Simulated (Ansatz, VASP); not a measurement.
## Two plane-wave programs on CsRh2

```
Cs Rh
1.0
     4.65243    0.00000    0.00000
     0.00000    4.65243    0.00000
     0.00000    0.00000    9.37515
Cs Rh
2 4
Direct
  0.00000 0.50000 0.70087
  0.50000 0.00000 0.29913
  0.00000 0.00000 0.00000
  0.50000 0.50000 0.00000
  0.00000 0.50000 0.08880
  0.50000 0.00000 0.91120
```

Alike in both runs: functional PBE; k mesh 4 × 4 × 4; occupations gaussian, width 0.1 eV; no spin polarisation.

Ansatz relaxed the structure, and its values are those at the end. VASP's run is a single point on that final structure, the one shown.

|  | VASP | Ansatz |
| --- | --- | --- |
| version | VASP 6.6.1 | Ansatz 0.2.0 |
| potentials or method | VASP PAW PBE potentials, release 64 (Cs_sv, Rh_pv), cutoff 520 eV | scalar-relativistic, plane waves, PAW |
| valence electrons in the cell | 78 | 86 |

VASP gave:

```
gap on the k mesh at the Fermi level (eV) : none
pressure (GPa)                            : 0.1
rms of the force components (eV/Å)        : 0.006
```

**Question.** Which values does Ansatz return?

**Answer.** gap on the k mesh at the Fermi level (eV): none; pressure (GPa): 0.0; rms of the force components (eV/Å): 0.002.

A gap of «none» marks a metal or a gap that the smearing closes. With one functional, cell and mesh, what is left measures potentials, basis and numerics. VASP's potentials hold 78 valence electrons a cell and Ansatz's 86, so a difference there can come from the potentials and not from the codes.

Neither program's run includes spin-orbit coupling.
